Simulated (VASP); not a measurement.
Write the native input for VASP 6.6.1 that does the following.

* Task: single point
* Functional: r2SCAN
* Potentials or basis: VASP PAW PBE potentials, release 64 (Be, C)
* Cutoff: 660 eV
* k mesh: 7 × 7 × 7
* Occupations: gaussian, width 0.01 eV
* Spin: no spin polarisation
* Dipole correction: no
* Further INCAR settings: ALGO = Normal; EDIFF = 1e-06; NBANDS = 11

Crystal: Be2C.

```
CELL_PARAMETERS angstrom
0.00000 2.19349 2.19349
2.19349 0.00000 2.19349
2.19349 2.19349 0.00000
ATOMIC_POSITIONS crystal
Be 0.25000 0.25000 0.25000
Be 0.75000 0.75000 0.75000
C 0.00000 0.00000 0.00000
```

One way to write it, as run:

POSCAR

```
Be2C
1.0
    0.0000000000      2.1934901093      2.1934901093
    2.1934901093      0.0000000000      2.1934901093
    2.1934901093      2.1934901093      0.0000000000
Be C
2 1
Direct
    0.2500000000      0.2500000000      0.2500000000
    0.7500000000      0.7500000000      0.7500000000
    0.0000000000      0.0000000000      0.0000000000
```

INCAR.step1

```
SYSTEM = Be2C
  PREC = Accurate
  ENCUT = 660
  ISMEAR = 0
  SIGMA = 0.01
  LREAL = .FALSE.
  LASPH = .TRUE.
  NELM = 120
  NBANDS = 11
  GGA = PE
  ALGO = Normal
  EDIFF = 1E-5
  LWAVE = .TRUE.
  LCHARG = .FALSE.
  GGA_COMPAT = .FALSE.
```

INCAR.step2

```
SYSTEM = Be2C
  PREC = Accurate
  ENCUT = 660
  EDIFF = 1E-6
  ISMEAR = 0
  SIGMA = 0.01
  LREAL = .FALSE.
  LASPH = .TRUE.
  NELM = 120
  ALGO = Normal
  ISIF = 2
  LWAVE = .FALSE.
  LCHARG = .TRUE.
  METAGGA = R2SCAN
  LMIXTAU = .TRUE.
  LELF = .TRUE.
  LVHAR = .TRUE.
  NBANDS = 11
  ISTART = 1
  GGA_COMPAT = .FALSE.
```

KPOINTS

```
regular mesh
0
G
  7 7 7
  0 0 0
```

Potentials or basis: VASP PAW PBE potentials, release 64 (Be, C).

The run is started by

```bash
$ cat potpaw_PBE.64/Be/POTCAR potpaw_PBE.64/C/POTCAR > POTCAR
$ cp INCAR.step1 INCAR
$ mpirun -np 1 vasp_std > vasp.out
$ cp INCAR.step2 INCAR
$ mpirun -np 1 vasp_std > vasp.out
```

Results of the run:

The pressure is -7.9 GPa and the band gap on the k mesh is 1.75 eV, indirect (least direct gap 4.54 eV).

Caveat: the PAW data sets were made with another functional, which shifts forces and pressure a little.

Run time: 23 s on 1 thread of Intel Xeon 6975P-C, with other jobs on the host, peak memory 0.16 GiB.
